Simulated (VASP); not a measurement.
Input of a VASP 6.6.1 run:

INCAR

```
PREC     = Accurate       # precision mode
ENCUT    = 600            # plane-wave cutoff, eV
EDIFF    = 1E-6           # SCF threshold, eV
ISMEAR   = 0              # smearing method
SIGMA    = 0.1            # smearing width, eV
LREAL    = False          # projectors in reciprocal space
LASPH    = True           # aspherical terms in the spheres
NELM     = 100            # most SCF steps
ALGO     = Normal         # electronic algorithm
ISIF     = 3              # what is computed and relaxed
LWAVE    = False          # write WAVECAR
LCHARG   = False          # write CHGCAR
GGA      = PE             # functional
IBRION   = 2              # ionic algorithm
NSW      = 100            # ionic steps
EDIFFG   = -0.01          # ionic threshold
```

The input KPOINTS:

```
regular mesh
0
Gamma
  12 12 4
```

The input POSCAR:

```
GaSb2
1.0
    4.1587346924      0.0000000000      0.0000000000
   -2.0793673462      3.6015698912      0.0000000000
    0.0000000000      0.0000000000     10.9965644429
Ga Sb
2 4
Direct
    0.3333333333      0.6666666667      0.2500000000
    0.6666666667      0.3333333333      0.7500000000
    0.3333333333      0.6666666667      0.5901436667
    0.6666666667      0.3333333333      0.0901436667
    0.3333333333      0.6666666667      0.9098563333
    0.6666666667      0.3333333333      0.4098563333
```

Potentials or basis: VASP PAW PBE potentials, release 64 (Ga_d, Sb).

The run is started by

```console
$ cat potpaw_PBE.64/Ga_d/POTCAR potpaw_PBE.64/Sb/POTCAR > POTCAR
$ mpirun -np 1 vasp_std > vasp.out
```

Q: What does it give for the band gap on the k mesh?

A: Zero (bands 23 and 24 overlap by 2.66 eV).

Q: Estimate the relaxed volume.

A: 26.83 Å³/atom.

Q: Predict the relaxed cell.

A: a = 4.066 Å, b = 4.066 Å, c = 11.245 Å, α = 90.00°, β = 90.00°, γ = 120.00°.

The path:
| step | energy change (eV) | largest force (eV/Å) | pressure (GPa) | volume (Å³) |
| --- | --- | --- | --- | --- |
| 1 | 0.0000 | 0.0265 | 0.00 | 164.71 |
| 2 | -0.0169 | 0.0147 | -0.35 | 164.68 |
| 3 | -0.0234 | 0.0032 | -0.68 | 164.61 |
| 4 | -0.0299 | 0.0388 | 0.09 | 161.27 |
| 5 | -0.0300 | 0.0351 | 0.05 | 161.58 |
| 6 | -0.0299 | 0.0338 | -0.04 | 161.71 |
| 7 | -0.0299 | 0.0345 | 0.02 | 161.64 |
| 8 | -0.0302 | 0.0283 | 0.00 | 161.57 |
| 9 | -0.0305 | 0.0192 | -0.02 | 161.45 |
| 10 | -0.0306 | 0.0030 | -0.09 | 161.22 |
| 11 | -0.0307 | 0.0018 | 0.00 | 160.95 |
| 12 | -0.0307 | 0.0014 | 0.04 | 160.89 |
| 13 | -0.0307 | 0.0016 | 0.00 | 160.92 |
| 14 | -0.0307 | 0.0016 | 0.04 | 160.90 |
| 15 | -0.0307 | 0.0016 | -0.01 | 160.92 |
| 16 | -0.0307 | 0.0023 | 0.00 | 160.94 |
| 17 | -0.0308 | 0.0040 | 0.03 | 161.01 |

Caveat: spin-orbit coupling is left out, which moves the levels of the heavy elements.
